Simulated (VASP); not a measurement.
# CdBr (Fm-3m) in VASP: a series of runs

The runs below take CdBr through single point, relaxation of cell and atoms, with PBE.

All numbers are computed with VASP 6.6.1; they aren't measurements. Logs are shortened: lines on timing, memory, paths and dates and some standing lists are left out, and cuts for length are marked.

## (1) The cell of the first run

The structure is cubic, space group Fm-3m (No. 225). The conventional cell has a = 6.232 Å, b = 6.232 Å, c = 6.232 Å, α = 90.00°, β = 90.00°, γ = 90.00°. Within 4.1 Å of Cd (site symmetry m-3m) lie 6 Br at 3.12 Å. Br (site symmetry m-3m) has 6 Cd at 3.12 Å within 4.1 Å.

## (2) Single point, PBE

INCAR

```
PREC = Accurate
ENCUT = 520
EDIFF = 1E-6
ISMEAR = 0
SIGMA = 0.1
LREAL = F
LASPH = T
NELM = 100
ALGO = Normal
ISIF = 2
LWAVE = F
LCHARG = F
GGA = PE
NBANDS = 16
```

KPOINTS

```
Automatic mesh
0
Gamma
  16 16 16
```

POSCAR

```
CdBr
1.0
    0.0000000000      3.1161274990      3.1161274990
    3.1161274990      0.0000000000      3.1161274990
    3.1161274990      3.1161274990      0.0000000000
Cd Br
1 1
Direct
    0.0000000000      0.0000000000      0.0000000000
    0.5000000000      0.5000000000      0.5000000000
```

Potentials or basis: VASP PAW PBE potentials, release 64 (Cd, Br).

On the command line:

```console
> cat potpaw_PBE.64/Cd/POTCAR potpaw_PBE.64/Br/POTCAR > POTCAR
> mpirun -np 1 vasp_std > vasp.out
```

OUTCAR:

```text
PREC = Accurate
   ENCUT = 520
   EDIFF = 1E-6
   ISMEAR = 0
   LREAL = F
   LASPH = T
   NELM = 100
   ISIF = 2
   GGA = PE

 ion  position               nearest neighbor table
   1  0.000  0.000  0.000-   2 3.12   2 3.12   2 3.12   2 3.12   2 3.12   2 3.12
   2  0.500  0.500  0.500-   1 3.12   1 3.12   1 3.12   1 3.12   1 3.12   1 3.12

  LATTYP: Found a face centered cubic cell.
 ALAT       =     6.2322549980

  Lattice vectors:

 A1 = (   0.0000000000,   3.1161274990,   3.1161274990)
 A2 = (   3.1161274990,   0.0000000000,   3.1161274990)
 A3 = (   3.1161274990,   3.1161274990,   0.0000000000)

Analysis of symmetry for initial positions (statically):
=====================================================================
 Subroutine PRICEL returns:
 Original cell was already a primitive cell.

 Routine SETGRP: Setting up the symmetry group for a
 face centered cubic supercell.

 Subroutine GETGRP returns: Found 48 space group operations
 (whereof 48 operations were pure point group operations)
 out of a pool of 48 trial point group operations.

The static configuration has the point symmetry O_h .

Analysis of symmetry for dynamics (positions and initial velocities):
=====================================================================
 Subroutine PRICEL returns:
 Original cell was already a primitive cell.

 Routine SETGRP: Setting up the symmetry group for a
 face centered cubic supercell.

 Subroutine GETGRP returns: Found 48 space group operations
 (whereof 48 operations were pure point group operations)
 out of a pool of 48 trial point group operations.

The dynamic configuration has the point symmetry O_h .

 Subroutine INISYM returns: Found 48 space group operations
 (whereof 48 operations are pure point group operations),
 and found     1 'primitive' translations

----------------------------------------------------------------------------------------

                                     Primitive cell

  volume of cell :      60.5168

  direct lattice vectors                    reciprocal lattice vectors
     0.000000000  3.116127499  3.116127499    -0.160455565  0.160455565  0.160455565
     3.116127499  0.000000000  3.116127499     0.160455565 -0.160455565  0.160455565
     3.116127499  3.116127499  0.000000000     0.160455565  0.160455565 -0.160455565

  length of vectors
     4.406869771  4.406869771  4.406869771     0.277917192  0.277917192  0.277917192

  position of ions in fractional coordinates (direct lattice)
     0.000000000  0.000000000  0.000000000
     0.500000000  0.500000000  0.500000000

  ion indices of the primitive-cell ions
   primitive index   ion index
                 1           1
                 2           2

----------------------------------------------------------------------------------------

 KPOINTS: Automatic mesh

Automatic generation of k-mesh.
 Grid dimensions read from file:
 generate k-points for:   16   16   16

 Generating k-lattice:

  Cartesian coordinates                     Fractional coordinates (reciprocal lattice)
    -0.010028473  0.010028473  0.010028473     0.062500000  0.000000000  0.000000000
     0.010028473 -0.010028473  0.010028473     0.000000000  0.062500000  0.000000000
     0.010028473  0.010028473 -0.010028473     0.000000000  0.000000000  0.062500000

  Length of vectors
     0.017369824  0.017369824  0.017369824

  Shift w.r.t. Gamma in fractional coordinates (k-lattice)
     0.000000000  0.000000000  0.000000000

 Subroutine IBZKPT returns following result:
 ===========================================

 Found    145 irreducible k-points:

 Following reciprocal coordinates:
            Coordinates               Weight
  0.000000  0.000000  0.000000      1.000000
  0.062500  0.000000  0.000000      8.000000
  0.125000  0.000000  0.000000      8.000000
  0.187500  0.000000  0.000000      8.000000
  0.250000  0.000000  0.000000      8.000000
  0.312500  0.000000  0.000000      8.000000
[... 16 lines left out ...]
 -0.125000  0.062500  0.000000     24.000000
 -0.062500  0.062500  0.000000     12.000000
 [... further k-points ...]
   k-points           NKPTS =    145   k-points in BZ     NKDIM =    145   number of bands    NBANDS=     16
   number of dos      NEDOS =    301   number of ions     NIONS =      2
   total plane-waves  NPLWV =  46656
   dimension x,y,z NGX =    36 NGY =   36 NGZ =   36
   dimension x,y,z NGXF=    72 NGYF=   72 NGZF=   72
   ions per type =               1   1
   NGX,Y,Z   is equivalent  to a cutoff of  13.58, 13.58, 13.58 a.u.
   NGXF,Y,Z  is equivalent  to a cutoff of  27.16, 27.16, 27.16 a.u.
 SYSTEM =  unknown system
   PREC   = accura    normal or accurate (medium, high low for compatibility)
   ISTART =      0    job   : 0-new  1-cont  2-samecut
   ICHARG =      2    charge: 1-file 2-atom 10-const
   ISPIN  =      1    spin polarized calculation?
   LNONCOLLINEAR =      F non collinear calculations
   LSORBIT =      F    spin-orbit coupling
   LASPH  =      T    aspherical Exc in radial PAW
   ENCUT  =  520.0 eV  38.22 Ry    6.18 a.u.   8.19  8.19  8.19*2*pi/ulx,y,z
   NELM   =    100;   NELMIN=  2; NELMDL= -5     # of ELM steps
   EDIFF  = 0.1E-05   stopping-criterion for ELM
   LREAL  =      F    real-space projection
   EDIFFG = 0.1E-04   stopping-criterion for IOM
   NSW    =      0    number of steps for IOM
   IBRION =     -1    ionic relax: 0-MD 1-quasi-New 2-CG
   NFREE  =      0    steps in history (QN), initial steepest desc. (CG)
   ISIF   =      2    stress and relaxation
   ISYM   =      2    0-nonsym 1-usesym 2-fastsym
   POTIM  = 0.5000    time-step for ionic-motion
   TEBEG  =    0.0;   TEEND  =   0.0 temperature during run
   PSTRESS=    0.0 pullay stress
   NELECT =      19.0000    total number of electrons
   NUPDOWN=      -1.0000    fix difference up-down
   EMIN   =  10.00;   EMAX   =-10.00  energy-range for DOS
   EFERMI =   0.00;   METHOD = LEGACY
   ISMEAR =     0;   SIGMA  =   0.10  broadening in eV -4-tet -1-fermi 0-gaus
   EFERMI_NEDOS =   21; number of points for ismear=-14 and -15
   IALGO  =     38    algorithm
   IMIX   =      4    mixing-type and parameters
     AMIX     =   0.40;   BMIX     =  1.00
     AMIX_MAG =   1.60;   BMIX_MAG =  1.00
  volume/ion in A,a.u.               =      30.26       204.19
  Fermi-wavevector in a.u.,A,eV,Ry     =   1.112673  2.102647 16.844568  1.238041
  Thomas-Fermi vector in A             =   2.249250
   LORBIT       =      0    0 simple, 1 ext, 2 COOP (PROOUT), +10 PAW based schemes
   GGA     = PE    functional components
   LHFCALC =     F    Hartree Fock is set to
   AEXX    =    0.0000 exact exchange contribution
   IVDW    =     0    specifies the selected vdW correction
   LEPSILON=     F    determine dielectric tensor
   LRPA    =     F    only Hartree local field effects (RPA)
 non-spin polarized calculation
 Gauss-broadening in eV      SIGMA  =   0.10
  energy-cutoff  :      520.00
  volume of cell :       60.52
 maximum number of plane-waves:      1660
 NGX is ok and might be reduce to    36
   NGX = 17   NGY = 17   NGZ = 17

 number of electron      19.0000000 magnetization

 Free energy of the ion-electron system (eV)
  ---------------------------------------------------
  ext. energy  EPLUGINS =         0.00000000
  ---------------------------------------------------
  free energy    TOTEN  =        -3.04906973 eV

  energy without entropy =       -3.04253259  energy(sigma->0) =       -3.04580116

 E-fermi :   1.8612     XC(G=0):  -8.7887

 val. band max:        1.8519332905   @ k =  -0.2500   0.4375   0.1875
 cond. band min:       1.8913283481   @ k =  -0.3125   0.3750   0.1250
 fundamental gap:      0.0393950576
 Fermi energy:         1.8611890925

 k-point     1 :       0.0000    0.0000    0.0000
  band No.  band energies     occupation
      1     -14.1121      2.00000
      2      -6.6622      2.00000
      3      -6.6622      2.00000
      4      -6.6583      2.00000
      5      -6.6583      2.00000
      6      -6.6583      2.00000
[... 8 lines left out ...]
     15       9.0245      0.00000
     16       9.0245      0.00000

 k-point     2 :       0.0625    0.0000    0.0000
  band No.  band energies     occupation
      1     -14.1040      2.00000
      2      -6.6672      2.00000
      3      -6.6672      2.00000
      4      -6.6592      2.00000
      5      -6.6561      2.00000
      6      -6.6561      2.00000
[... 8 lines left out ...]
     15       9.1798      0.00000
     16       9.3621      0.00000

 k-point     3 :       0.1250    0.0000    0.0000
  band No.  band energies     occupation
      1     -14.0804      2.00000
      2      -6.6822      2.00000
      3      -6.6822      2.00000
      4      -6.6623      2.00000
      5      -6.6489      2.00000
      6      -6.6489      2.00000
[... 8 lines left out ...]
     15       9.3981      0.00000
     16       9.3990      0.00000

 k-point     4 :       0.1875    0.0000    0.0000
  band No.  band energies     occupation
      1     -14.0448      2.00000
      2      -6.7046      2.00000
      3      -6.7046      2.00000
      4      -6.6679      2.00000
      5      -6.6380      2.00000
      6      -6.6380      2.00000
[... 8 lines left out ...]
     15       9.7210      0.00000
     16       9.7210      0.00000
[... 324 lines left out ...]
 k-point    22 :      -0.1875    0.0625    0.0000
  band No.  band energies     occupation
      1     -14.0257      2.00000
      2      -6.7256      2.00000
      3      -6.7038      2.00000
      4      -6.6694      2.00000
      5      -6.6379      2.00000
      6      -6.6270      2.00000
[... 8 lines left out ...]
     15       9.6260      0.00000
     16      10.3582      0.00000

 k-point    23 :      -0.1250    0.0625    0.0000
  band No.  band energies     occupation
      1     -14.0634      2.00000
      2      -6.7008      2.00000
      3      -6.6837      2.00000
      4      -6.6640      2.00000
      5      -6.6481      2.00000
      6      -6.6394      2.00000
[... 8 lines left out ...]
     15       9.6955      0.00000
     16       9.9574      0.00000

 k-point    24 :      -0.0625    0.0625    0.0000
  band No.  band energies     occupation
      1     -14.0907      2.00000
      2      -6.6804      2.00000
      3      -6.6705      2.00000
      4      -6.6608      2.00000
      5      -6.6543      2.00000
      6      -6.6498      2.00000
[... 8 lines left out ...]
     15       9.6204      0.00000
     16       9.6270      0.00000

 [... further k-points ...]
[... 5 lines left out ...]
  --------------------------------------------------------------------------------------
  -------------------------------------------------------------------------------------
  Total        0.0362809      0.0362809      0.0362809      0.0000000      0.0000000      0.0000000
  in kB        0.9605338      0.9605338      0.9605338      0.0000000      0.0000000      0.0000000
  external PRESSURE =       0.9605338 kB  Pullay stress =       0.0000000 kB

 VOLUME and BASIS-vectors are now :
 -----------------------------------------------------------------------------
  energy-cutoff  :      520.00
  volume of cell :       60.52
      direct lattice vectors                 reciprocal lattice vectors
     0.000000000  3.116127499  3.116127499    -0.160455565  0.160455565  0.160455565
     3.116127499  0.000000000  3.116127499     0.160455565 -0.160455565  0.160455565
     3.116127499  3.116127499  0.000000000     0.160455565  0.160455565 -0.160455565

 POSITION                                       TOTAL-FORCE (eV/Angst)
 -----------------------------------------------------------------------------------
      0.00000      0.00000      0.00000        -0.000000      0.000000      0.000000
      3.11613      3.11613      3.11613         0.000000     -0.000000     -0.000000
 -----------------------------------------------------------------------------------
    total drift:                                0.000000      0.000000      0.000000

  FREE ENERGIE OF THE ION-ELECTRON SYSTEM (eV)
  ---------------------------------------------------
  free  energy   TOTEN  =        -3.0490697331 eV

  energy  without entropy=       -3.0425325858  energy(sigma->0) =       -3.04580116
```

It took 83 s on 1 thread of Intel Xeon Platinum 8488C (Sapphire Rapids), shared host; peak memory 0.3 GiB.

What came out:

| Property | Result |
| --- | --- |
| Free energy | -3.0491 eV |
| Pressure | 0.1 GPa |

Levels at points of the mesh, in eV from the Fermi level:
```
           k point  band 7  band 8  band 9  band 10  band 11  band 12  band 13  band 14
(0.00, 0.00, 0.00)   -3.41   -3.41   -3.41    -2.57     7.05     7.05     7.05     7.16
(0.50, 0.00, 0.00)   -5.75   -3.14   -3.14     1.44     1.78     3.96     3.96     8.64
(0.50, 0.50, 0.00)   -5.10   -4.06   -4.06    -1.71     4.48     5.35     6.66     6.66
```

Caveat: an odd number of electrons without spin polarisation forces a metal; a magnetic or distorted state may lie lower.

## (3) Relaxation of cell and atoms, PBE

This run uses another cell than the first one, of 29.00 Å³/atom, 0.958 times its volume.

INCAR

```
SYSTEM = CdBr
PREC = Accurate
ENCUT = 600
EDIFF = 1E-6
ISMEAR = 0
SIGMA = 0.1
LREAL = .False.
LASPH = .True.
NELM = 100
ALGO = Normal
ISIF = 3
LWAVE = .False.
LCHARG = .False.
GGA = PE
IBRION = 2
NSW = 100
EDIFFG = -0.01
```

KPOINTS

```
regular mesh
0
Gamma
  16 16 16
  0 0 0
```

POSCAR

```
CdBr
1.0
    0.0000000000      3.0723910300      3.0723910300
    3.0723910300      0.0000000000      3.0723910300
    3.0723910300      3.0723910300      0.0000000000
Cd Br
1 1
Direct
    0.0000000000      0.0000000000      0.0000000000
    0.5000000000      0.5000000000      0.5000000000
```

Potentials or basis: VASP PAW PBE potentials, release 64 (Cd, Br).

On the command line:

```console
> cat potpaw_PBE.64/Cd/POTCAR potpaw_PBE.64/Br/POTCAR > POTCAR
> mpirun -np 1 vasp_std > vasp.out
```

Wall time 2.6 min (1 thread of Intel Xeon Platinum 8488C (Sapphire Rapids), shared host); peak memory 0.32 GiB.

Results (log left out):

```
Free energy                            : -3.0481 eV
Relaxed volume                         : 30.34 Å³/atom
Relaxed cell                           : a = 4.411 Å, b = 4.411 Å, c = 4.411 Å, α = 60.00°, β = 60.00°, γ = 60.00°
Space group after relaxing (to 0.05 Å) : Fm-3m (No. 225)
Energy gained by relaxing              : 5.1 meV/atom
Ionic steps                            : 3
Pressure after relaxing                : 0.0 GPa
```

Step by step:
| step | energy change (eV) | largest force (eV/Å) | pressure (GPa) | volume (Å³) |
| --- | --- | --- | --- | --- |
| 1 | 0.0000 | 0.0000 | 1.31 | 58.00 |
| 2 | -0.0096 | 0.0000 | 0.28 | 60.01 |
| 3 | -0.0102 | 0.0000 | 0.01 | 60.69 |

Final structure:
```yaml
crystal:
  lattice:
    - [0.00000, 3.11906, 3.11906]
    - [3.11906, 0.00000, 3.11906]
    - [3.11906, 3.11906, 0.00000]
  atoms:
    - { symbol: Cd, position: [0.00000, 0.00000, 0.00000] }
    - { symbol: Br, position: [0.50000, 0.50000, 0.50000] }
```

Levels at points of the mesh, in eV from the Fermi level:
```tsv
k point	band 7	band 8	band 9	band 10	band 11	band 12	band 13
(0.00, 0.00, 0.00)	-3.40	-3.40	-3.40	-2.56	7.06	7.06	7.06
(0.50, 0.00, 0.00)	-5.73	-3.13	-3.13	1.45	1.77	3.97	3.97
(0.50, 0.50, 0.00)	-5.08	-4.05	-4.05	-1.70	4.49	5.34	6.65
```

Caveat: an odd number of electrons without spin polarisation forces a metal; a magnetic or distorted state may lie lower.

## (4) Single point, PBE

This run uses another cell than the first one, of 29.00 Å³/atom, 0.958 times its volume.

INCAR

```
SYSTEM = CdBr
PREC = Accurate
ENCUT = 520
EDIFF = 1E-7
ISMEAR = 0
SIGMA = 0.1
LREAL = .FALSE.
LASPH = .TRUE.
NELM = 100
ALGO = Normal
ISIF = 2
LWAVE = .FALSE.
LCHARG = .TRUE.
GGA = PE
LELF = .TRUE.
LVHAR = .TRUE.
NBANDS = 16
```

KPOINTS

```
Automatic mesh
0
G
  6 6 6
  0 0 0
```

POSCAR is that of step 3.

On the command line:

```console
> cat potpaw_PBE.64/Cd/POTCAR potpaw_PBE.64/Br/POTCAR > POTCAR
> mpirun -np 1 vasp_std > vasp.out
```

It took 10 s on 1 thread of Intel Xeon Platinum 8488C (Sapphire Rapids), shared host; peak memory 0.18 GiB.

It converged, with:

```
Free energy : -3.0136 eV
Pressure    : 1.7 GPa
```

Levels at points of the mesh, in eV from the Fermi level:
```tsv
k point	band 8	band 9	band 10	band 11	band 12	band 13
(0.00, 0.00, 0.00)	-3.60	-3.60	-2.67	6.95	6.95	6.95
(0.50, 0.00, 0.00)	-3.28	-3.28	1.27	1.90	3.84	3.84
(0.50, 0.50, 0.00)	-4.30	-4.30	-1.84	4.29	5.43	6.77
```

Caveat: an odd number of electrons without spin polarisation forces a metal; a magnetic or distorted state may lie lower.

## (5) The runs side by side

| task | cell | k mesh | cutoff (eV) | gap on the mesh (eV) | pressure (GPa) |
| --- | --- | --- | --- | --- | --- |
| single point | a = 4.407 Å, angles 60.0°, 2 atoms | 16 × 16 × 16 | 520 | none | 0.1 |
| relaxation of cell and atoms | relaxed from a = 4.345 Å, angles 60.0°, 2 atoms | 16 × 16 × 16 | 600 | none | 0.0 |
| single point | a = 4.345 Å, angles 60.0°, 2 atoms | 6 × 6 × 6 | 520 | none | 1.7 |

Alike in all rows: level PBE; potentials or basis VASP PAW PBE potentials, release 64 (Cd, Br); no spin polarisation; smearing gaussian 0.1 eV.

Caveats: an odd number of electrons without spin polarisation forces a metal; a magnetic or distorted state may lie lower.

Absolute energies hang on the potentials; compare differences alone.
